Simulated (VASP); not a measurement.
Input of a VASP 6.6.1 run:

File INCAR:

```
SYSTEM = Ir
PREC = Accurate ; ENCUT = 500
EDIFF = 1E-6 ; ISMEAR = 0
SIGMA = 0.1 ; LREAL = .False.
LASPH = .True. ; NELM = 120
ALGO = Normal ; ISIF = 2
LWAVE = .False. ; LCHARG = .False.
GGA = CA ; NBANDS = 10
GGA_COMPAT = .False.
```

File KPOINTS:

```
Automatic mesh
0
Gamma
  16 16 16
  0 0 0
```

Contents of POSCAR:

```
Ir
1.0
   -1.5297808836      1.5297808836      1.5297808836
    1.5297808836     -1.5297808836      1.5297808836
    1.5297808836      1.5297808836     -1.5297808836
Ir
1
Direct
    0.0000000000      0.0000000000      0.0000000000
```

Potentials or basis: VASP PAW LDA potentials, release 64 (Ir).

Run with:

```bash
$ cat potpaw_LDA.64/Ir/POTCAR > POTCAR
$ mpirun -np 1 vasp_std > vasp.out
```

(1) Predict the pressure.

## Answers

(1) 2.3 GPa.
